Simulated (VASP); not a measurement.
# BN (Cm) in VASP: further runs, part 2 of 2

VASP 6.6.1.

### Step 4. Single point, PBE

INCAR reads:

```
SYSTEM = BN
ALGO = Normal ; EDIFF = 1E-6
ENCUT = 520 ; GGA = PE
ISIF = 2 ; ISMEAR = 0
LASPH = .True. ; LCHARG = .True.
LELF = .True. ; LREAL = .False.
LVHAR = .True. ; LWAVE = .False.
NBANDS = 36 ; NELM = 60
PREC = Accurate ; SIGMA = 0.05
```

KPOINTS reads:

```
k-points
0
Gamma
  10 10 2
  0 0 0
```

POSCAR reads:

```
BN
1.0
    1.8130010000     -1.8130010000      0.0000000000
    1.8130010000      0.0000000000     -1.8130010000
    9.3670509666      6.1944805167      6.1944805167
B N
6 6
Direct
    0.6302298600      0.6302298600      0.0624666667
   -0.5225201400     -0.5225201400      0.8958000000
    0.1996798600      0.1996798600      0.2291333333
    0.3385798600      0.3385798600      0.5624666667
   -0.2308701400     -0.2308701400      0.3958000000
   -0.0919701400     -0.0919701400      0.7291333333
    0.4114923600      0.4114923600      0.4374666667
    0.8420423600      0.8420423600      0.2708000000
   -0.0190576400     -0.0190576400      0.6041333333
    0.1198423600      0.1198423600      0.9374666667
   -0.4496076400     -0.4496076400      0.7708000000
    0.2725923600      0.2725923600      0.1041333333
```

Launch:

```console
$ cat potpaw_PBE.64/B/POTCAR potpaw_PBE.64/N/POTCAR > POTCAR
$ mpirun -np 1 vasp_std > vasp.out
```

It took 1.7 min on 1 thread of AMD EPYC 9R14 (Zen 4), shared host; peak memory 0.22 GiB.

It converged, with:

- Free energy: -102.1549 eV
- Pressure: -0.4 GPa
- Largest force: 1.628 eV/Å
- Band gap on the k mesh: 2.56 eV (least direct gap 3.98 eV)

Forces on the atoms (eV/Å):
```
B    0.036  1.151  1.151
B   -0.596  0.022  0.022
B    0.327  0.130  0.130
B    0.104  0.105  0.105
B    0.111  0.109  0.109
B    0.084  0.097  0.097
N   -0.105 -0.108 -0.108
N   -0.102 -0.102 -0.102
N   -0.103 -0.111 -0.111
N   -0.446 -1.000 -1.000
N   -0.141 -0.210 -0.210
N    0.833 -0.084 -0.084
```

Stress tensor (GPa, compression positive):
```
 4.24  4.60  4.60
 4.60 -2.68  7.21
 4.60  7.21 -2.68
```

Levels at points of the mesh, in eV from the valence-band top:
| k point | band 20 | band 21 | band 22 | band 23 | band 24 | band 25 | band 26 | band 27 | band 28 | band 29 |
| --- | --- | --- | --- | --- | --- | --- | --- | --- | --- | --- |
| (0.00, 0.00, 0.00) | -0.90 | -0.85 | -0.44 | -0.33 | 0.00 | 6.69 | 8.04 | 8.04 | 8.55 | 8.62 |
| (0.50, 0.00, 0.00) | -3.54 | -3.22 | -3.13 | -2.39 | -1.72 | 3.21 | 4.79 | 5.45 | 6.69 | 7.88 |
| (0.50, 0.50, 0.00) | -3.44 | -3.25 | -2.99 | -2.34 | -2.27 | 4.38 | 4.58 | 5.45 | 6.83 | 7.80 |
| (0.00, 0.00, 0.50) | -0.98 | -0.79 | -0.61 | -0.40 | -0.35 | 6.74 | 7.95 | 7.99 | 8.61 | 8.84 |
| (0.50, 0.00, 0.50) | -3.96 | -2.98 | -2.83 | -2.48 | -1.69 | 3.26 | 4.43 | 5.90 | 6.69 | 7.48 |
| (0.50, 0.50, 0.50) | -4.02 | -3.54 | -2.83 | -2.47 | -2.02 | 4.10 | 4.75 | 5.73 | 6.59 | 7.84 |

Caveat: forces of over 1 eV/Å act on the atoms, so gaps and moduli don't describe the material at rest. A k mesh can miss the band edges.

### Step 5. Single point, PBE

This run uses another cell than the first one, of the same volume but with other edges.

INCAR reads:

```
SYSTEM = BN
ALGO     = Normal         ! electronic algorithm
EDIFF    = 1E-6           ! SCF threshold, eV
ENCUT    = 520            ! plane-wave cutoff, eV
GGA      = PE             ! functional
ISIF     = 2              ! what is computed and relaxed
ISMEAR   = 0              ! smearing method
LASPH    = .TRUE.         ! aspherical terms in the spheres
LCHARG   = .FALSE.        ! write CHGCAR
LREAL    = .FALSE.        ! projectors in reciprocal space
LWAVE    = .FALSE.        ! write WAVECAR
NBANDS   = 36             ! bands
NELM     = 100            ! most SCF steps
PREC     = Accurate       ! precision mode
SIGMA    = 0.05           ! smearing width, eV
```

KPOINTS reads:

```
k-points
0
G
  10 10 2
  0 0 0
```

POSCAR reads:

```
BN
1.0
    1.8130010000     -1.8130010000      0.0000000000
    1.8130010000      0.0000000000     -1.8130010000
    9.9715055000      5.8922532500      5.8922532500
B N
6 6
Direct
    0.6198166667      0.6198166667      0.0624666667
   -0.6718500000     -0.6718500000      0.8958000000
    0.1614833333      0.1614833333      0.2291333333
    0.2448166667      0.2448166667      0.5624666667
   -0.2968500000     -0.2968500000      0.3958000000
   -0.2135166667     -0.2135166667      0.7291333333
    0.3385666667      0.3385666667      0.4374666667
    0.7969000000      0.7969000000      0.2708000000
   -0.1197666667     -0.1197666667      0.6041333333
   -0.0364333333     -0.0364333333      0.9374666667
   -0.5781000000     -0.5781000000      0.7708000000
    0.2552333333      0.2552333333      0.1041333333
```

Launch:

```console
$ cat potpaw_PBE.64/B/POTCAR potpaw_PBE.64/N/POTCAR > POTCAR
$ mpirun -np 1 vasp_std > vasp.out
```

It took 1.8 min on 1 thread of AMD EPYC 9R14 (Zen 4), shared host; peak memory 0.22 GiB.

It converged, with:

- Free energy: -102.3871 eV
- Pressure: -0.5 GPa
- Largest force: 2.431 eV/Å
- Band gap on the k mesh: 2.56 eV (least direct gap 3.90 eV)

Forces on the atoms (eV/Å):
```
B    2.410 -0.223 -0.223
B    0.159 -0.334 -0.334
B    0.160  0.189  0.189
B    0.105  0.101  0.101
B    0.113  0.103  0.103
B    0.114  0.080  0.080
N   -0.105 -0.104 -0.104
N   -0.087 -0.107 -0.107
N   -0.119 -0.099 -0.099
N   -2.268  0.182  0.182
N   -0.326 -0.097 -0.097
N   -0.155  0.308  0.308
```

Stress tensor (GPa, compression positive):
```
 2.28  7.72  7.72
 7.72 -1.92 -1.38
 7.72 -1.38 -1.92
```

Levels at points of the mesh, in eV from the valence-band top:
```tsv
k point	band 21	band 22	band 23	band 24	band 25	band 26	band 27	band 28
(0.00, 0.00, 0.00)	-0.83	-0.43	-0.30	0.00	6.69	7.95	8.17	8.58
(0.50, 0.00, 0.00)	-3.26	-3.01	-2.42	-2.24	4.46	4.83	5.40	6.72
(0.50, 0.50, 0.00)	-3.19	-3.18	-2.30	-1.34	2.56	4.86	5.60	6.70
(0.00, 0.00, 0.50)	-0.74	-0.62	-0.36	-0.34	6.73	7.91	8.10	8.64
(0.50, 0.00, 0.50)	-3.29	-2.91	-2.49	-2.06	4.28	4.80	5.74	6.57
(0.50, 0.50, 0.50)	-2.80	-2.79	-2.42	-1.36	2.61	4.49	5.99	6.92
```

Caveat: forces of over 1 eV/Å act on the atoms, so gaps and moduli don't describe the material at rest.

### Step 6. Single point, PBE

This run uses another cell than the first one, of the same volume but with other edges.

INCAR reads:

```
SYSTEM = BN
  PREC = Accurate
  ENCUT = 520
  EDIFF = 1E-6
  ISMEAR = 0
  SIGMA = 0.05
  LREAL = .False.
  LASPH = .True.
  NELM = 60
  ALGO = Normal
  ISIF = 2
  LWAVE = .False.
  LCHARG = .False.
  GGA = PE
  NBANDS = 36
```

KPOINTS reads:

```
Automatic mesh
0
Gamma
  10 10 2
  0 0 0
```

POSCAR reads:

```
BN
1.0
    1.8130010000     -1.8130010000      0.0000000000
    1.8130010000      0.0000000000     -1.8130010000
   10.5759600334      5.5900259833      5.5900259833
B N
6 6
Direct
    0.6094034733      0.6094034733      0.0624666667
   -0.8211798600     -0.8211798600      0.8958000000
    0.1232868067      0.1232868067      0.2291333333
    0.1510534733      0.1510534733      0.5624666667
   -0.3628298600     -0.3628298600      0.3958000000
   -0.3350631933     -0.3350631933      0.7291333333
    0.2656409733      0.2656409733      0.4374666667
    0.7517576400      0.7517576400      0.2708000000
   -0.2204756933     -0.2204756933      0.6041333333
   -0.1927090267     -0.1927090267      0.9374666667
   -0.7065923600     -0.7065923600      0.7708000000
    0.2378743067      0.2378743067      0.1041333333
```

Potentials or basis: VASP PAW PBE potentials, release 64 (B, N).

Launch:

```console
$ cat potpaw_PBE.64/B/POTCAR potpaw_PBE.64/N/POTCAR > POTCAR
$ mpirun -np 1 vasp_std > vasp.out
```

OUTCAR:

```text
SYSTEM = BN
   PREC = Accurate
   ENCUT = 520
   EDIFF = 1E-6
   ISMEAR = 0
   LREAL = .False.
   LASPH = .True.
   NELM = 60
   ISIF = 2
   GGA = PE

 ion  position               nearest neighbor table
   1  0.609  0.609  0.062-  12 1.57  12 1.57  12 1.57  10 1.61
   2  0.179  0.179  0.896-  11 1.57  10 1.57  10 1.57  10 1.57
   3  0.123  0.123  0.229-  12 1.57   8 1.57   8 1.57   8 1.57
   4  0.151  0.151  0.562-   9 1.57   9 1.57   9 1.57   7 1.57
   5  0.637  0.637  0.396-   8 1.57   7 1.57   7 1.57   7 1.57
   6  0.665  0.665  0.729-   9 1.57  11 1.57  11 1.57  11 1.57
   7  0.266  0.266  0.437-   4 1.57   5 1.57   5 1.57   5 1.57
   8  0.752  0.752  0.271-   5 1.57   3 1.57   3 1.57   3 1.57
   9  0.780  0.780  0.604-   4 1.57   4 1.57   4 1.57   6 1.57
  10  0.807  0.807  0.937-   2 1.57   2 1.57   2 1.57   1 1.61
  11  0.293  0.293  0.771-   2 1.57   6 1.57   6 1.57   6 1.57
  12  0.238  0.238  0.104-   1 1.57   1 1.57   1 1.57   3 1.57

  LATTYP: Found a base centered monoclinic cell.
 ALAT       =     4.4409273532
 B/A-ratio  =     0.5773502692
 C/A-ratio  =     2.8296534929
 COS(beta)  =    -0.0294382334

  Lattice vectors:

 A1 = (   1.8130010000,  -1.8130010000,   0.0000000000)
 A2 = (   1.8130010000,   0.0000000000,  -1.8130010000)
 A3 = (   6.9499580334,   7.4030269833,   7.4030269833)

Analysis of symmetry for initial positions (statically):
=====================================================================
 Subroutine PRICEL returns:
 Original cell was already a primitive cell.

 Routine SETGRP: Setting up the symmetry group for a
 base centered monoclinic supercell.

 Subroutine GETGRP returns: Found  2 space group operations
 (whereof  2 operations were pure point group operations)
 out of a pool of  4 trial point group operations.

The static configuration has the point symmetry C_1h.

Analysis of symmetry for dynamics (positions and initial velocities):
=====================================================================
 Subroutine PRICEL returns:
 Original cell was already a primitive cell.

 Routine SETGRP: Setting up the symmetry group for a
 base centered monoclinic supercell.

 Subroutine GETGRP returns: Found  2 space group operations
 (whereof  2 operations were pure point group operations)
 out of a pool of  4 trial point group operations.

The dynamic configuration has the point symmetry C_1h.

 Subroutine INISYM returns: Found  2 space group operations
 (whereof  2 operations are pure point group operations),
 and found     1 'primitive' translations

----------------------------------------------------------------------------------------

                                     Primitive cell

  volume of cell :      71.5114

  direct lattice vectors                    reciprocal lattice vectors
     1.813001000 -1.813001000  0.000000000     0.141721746 -0.409849930  0.141721746
     1.813001000  0.000000000 -1.813001000     0.141721746  0.141721746 -0.409849930
    10.575960033  5.590025983  5.590025983     0.045964306  0.045964306  0.045964306

[... 83 lines left out ...]
  0.400000  0.300000  0.000000      4.000000
 [... further k-points ...]
   k-points           NKPTS =     62   k-points in BZ     NKDIM =     62   number of bands    NBANDS=     36
   number of dos      NEDOS =    301   number of ions     NIONS =     12
   total plane-waves  NPLWV =  39200
   dimension x,y,z NGX =    20 NGY =   20 NGZ =   98
   dimension x,y,z NGXF=    40 NGYF=   40 NGZF=  196
   ions per type =               6   6
   NGX,Y,Z   is equivalent  to a cutoff of  12.97, 12.97, 12.34 a.u.
   NGXF,Y,Z  is equivalent  to a cutoff of  25.94, 25.94, 24.68 a.u.
 SYSTEM =  BN
   PREC   = accura    normal or accurate (medium, high low for compatibility)
   ISTART =      0    job   : 0-new  1-cont  2-samecut
   ICHARG =      2    charge: 1-file 2-atom 10-const
   ISPIN  =      1    spin polarized calculation?
   LNONCOLLINEAR =      F non collinear calculations
   LSORBIT =      F    spin-orbit coupling
   LASPH  =      T    aspherical Exc in radial PAW
   ENCUT  =  520.0 eV  38.22 Ry    6.18 a.u.   4.77  4.77 24.55*2*pi/ulx,y,z
   NELM   =     60;   NELMIN=  2; NELMDL= -5     # of ELM steps
   EDIFF  = 0.1E-05   stopping-criterion for ELM
   LREAL  =      F    real-space projection
   EDIFFG = 0.1E-04   stopping-criterion for IOM
   NSW    =      0    number of steps for IOM
   IBRION =     -1    ionic relax: 0-MD 1-quasi-New 2-CG
   NFREE  =      0    steps in history (QN), initial steepest desc. (CG)
   ISIF   =      2    stress and relaxation
   ISYM   =      2    0-nonsym 1-usesym 2-fastsym
   POTIM  = 0.5000    time-step for ionic-motion
   TEBEG  =    0.0;   TEEND  =   0.0 temperature during run
   PSTRESS=    0.0 pullay stress
   NELECT =      48.0000    total number of electrons
   NUPDOWN=      -1.0000    fix difference up-down
   EMIN   =  10.00;   EMAX   =-10.00  energy-range for DOS
   EFERMI =   0.00;   METHOD = LEGACY
   ISMEAR =     0;   SIGMA  =   0.05  broadening in eV -4-tet -1-fermi 0-gaus
   EFERMI_NEDOS =   21; number of points for ismear=-14 and -15
   IALGO  =     38    algorithm
   IMIX   =      4    mixing-type and parameters
     AMIX     =   0.40;   BMIX     =  1.00
     AMIX_MAG =   1.60;   BMIX_MAG =  1.00
  volume/ion in A,a.u.               =       5.96        40.22
  Fermi-wavevector in a.u.,A,eV,Ry     =   1.433387  2.708709 27.954506  2.054598
  Thomas-Fermi vector in A             =   2.552911
   LORBIT       =      0    0 simple, 1 ext, 2 COOP (PROOUT), +10 PAW based schemes
   GGA     = PE    functional components
   LHFCALC =     F    Hartree Fock is set to
   AEXX    =    0.0000 exact exchange contribution
   IVDW    =     0    specifies the selected vdW correction
   LEPSILON=     F    determine dielectric tensor
   LRPA    =     F    only Hartree local field effects (RPA)
 non-spin polarized calculation
 Gauss-broadening in eV      SIGMA  =   0.05
  energy-cutoff  :      520.00
  volume of cell :       71.51
 maximum number of plane-waves:      1948
   NGX =  9   NGY =  9   NGZ = 49

 number of electron      48.0000000 magnetization

 Free energy of the ion-electron system (eV)
  ---------------------------------------------------
  ext. energy  EPLUGINS =         0.00000000
  ---------------------------------------------------
  free energy    TOTEN  =      -104.31107353 eV

  energy without entropy =     -104.31107353  energy(sigma->0) =     -104.31107353

 E-fermi :   7.7572     XC(G=0): -12.7836

 val. band max:        7.4669265779   @ k =   0.0000   0.0000   0.0000
 cond. band min:      11.3613646921   @ k =   0.5000   0.5000   0.0000
 fundamental gap:      3.8944381142
 Fermi energy:         7.7571508443

 k-point     1 :       0.0000    0.0000    0.0000
  band No.  band energies     occupation
      1     -12.8326      2.00000
      2     -12.1808      2.00000
      3     -12.1414      2.00000
      4     -10.3329      2.00000
      5     -10.2904      2.00000
      6      -8.6435      2.00000
[... 925 lines left out ...]
     35      18.6386      0.00000
     36      19.0928      0.00000

 [... further k-points ...]

------------------------ aborting loop because EDIFF is reached ----------------------------------------

  FORCE on cell =-STRESS in cart. coord.  units (eV):
  Direction    XX          YY          ZZ          XY          YZ          ZX
  --------------------------------------------------------------------------------------
  -------------------------------------------------------------------------------------
  Total        2.7604149     -1.5678325     -1.5678325      1.5536214     -2.3066808      1.5536215
  in kB       61.8457094    -35.1264991    -35.1264991     34.8081076    -51.6800238     34.8081088
  external PRESSURE =      -2.8024296 kB  Pullay stress =       0.0000000 kB

 VOLUME and BASIS-vectors are now :
 -----------------------------------------------------------------------------
  energy-cutoff  :      520.00
  volume of cell :       71.51
      direct lattice vectors                 reciprocal lattice vectors
     1.813001000 -1.813001000  0.000000000     0.141721746 -0.409849930  0.141721746
     1.813001000  0.000000000 -1.813001000     0.141721746  0.141721746 -0.409849930
    10.575960033  5.590025983  5.590025983     0.045964306  0.045964306  0.045964306

 POSITION                                       TOTAL-FORCE (eV/Angst)
 -----------------------------------------------------------------------------------
      2.87034     -0.75566     -0.75566         1.452302     -0.797769     -0.797769
     10.12235      4.68334      4.68334         0.070172     -0.066487     -0.066487
      2.87034      1.05734      1.05734         0.112922     -0.000280     -0.000280
      6.49635      2.87034      2.87034         0.021841      0.018982      0.018982
      6.49635      1.05734      1.05734         0.028511      0.016475      0.016475
     10.12235      2.87034      2.87034         0.036616      0.010325      0.010325
      5.58984      1.96384      1.96384        -0.019822     -0.020194     -0.020194
      5.58984      0.15084      0.15084         0.002173     -0.029712     -0.029712
      9.21585      1.96384      1.96384        -0.032082     -0.014814     -0.014814
     12.84185      3.77684      3.77684        -1.624248      0.799516      0.799516
      9.21585      3.77684      3.77684        -0.177984      0.035700      0.035700
      1.96384      0.15084      0.15084         0.129598      0.048259      0.048259
 -----------------------------------------------------------------------------------
    total drift:                               -0.000027      0.000034      0.000034

  FREE ENERGIE OF THE ION-ELECTRON SYSTEM (eV)
  ---------------------------------------------------
  free  energy   TOTEN  =      -104.3110735273 eV

  energy  without entropy=     -104.3110735273  energy(sigma->0) =     -104.31107353
```

Run time: 99 s. Hardware: 1 thread of AMD EPYC 9R14 (Zen 4), shared host; peak memory 0.22 GiB.

Results:

```
Free energy            : -104.3111 eV
Pressure               : -0.3 GPa
Largest force          : 1.979 eV/Å
Band gap on the k mesh : 3.89 eV (least direct gap 5.60 eV)
```

Forces on the atoms (eV/Å):
```
B    1.452 -0.798 -0.798
B    0.070 -0.066 -0.066
B    0.113  0.000  0.000
B    0.022  0.019  0.019
B    0.029  0.016  0.016
B    0.037  0.010  0.010
N   -0.020 -0.020 -0.020
N    0.002 -0.030 -0.030
N   -0.032 -0.015 -0.015
N   -1.624  0.800  0.800
N   -0.178  0.036  0.036
N    0.130  0.048  0.048
```

Caveat: forces of over 1 eV/Å act on the atoms, so gaps and moduli don't describe the material at rest. A k mesh can miss the band edges.

### Step 7. The runs side by side

| cell | gap on the mesh (eV) | pressure (GPa) | largest force (eV/Å) |
| --- | --- | --- | --- |
| a = 2.564, b = 2.564, c = 12.610 Å, angles 85.6, 85.6, 60.0°, 12 atoms | 2.28 | 2.9 | 4.61 |
| a = 2.564, b = 2.564, c = 12.696 Å, angles 82.7, 82.7, 60.0°, 12 atoms | 2.15 | 3.1 | 3.85 |
| a = 2.564, b = 2.564, c = 12.825 Å, angles 79.9, 79.9, 60.0°, 12 atoms | 2.56 | -0.4 | 1.63 |
| a = 2.564, b = 2.564, c = 12.995 Å, angles 77.2, 77.2, 60.0°, 12 atoms | 2.56 | -0.5 | 2.43 |
| a = 2.564, b = 2.564, c = 13.204 Å, angles 74.5, 74.5, 60.0°, 12 atoms | 3.89 | -0.3 | 1.98 |

Alike in all rows: task single point; level PBE; potentials or basis VASP PAW PBE potentials, release 64 (B, N); no spin polarisation; k mesh 10 × 10 × 2; cutoff (eV) 520; smearing gaussian 0.05 eV.

Caveats: forces of over 1 eV/Å act on the atoms, so gaps and moduli don't describe the material at rest; the cell stands under pressure (at least some runs).

Absolute energies hang on the potentials; compare differences alone.
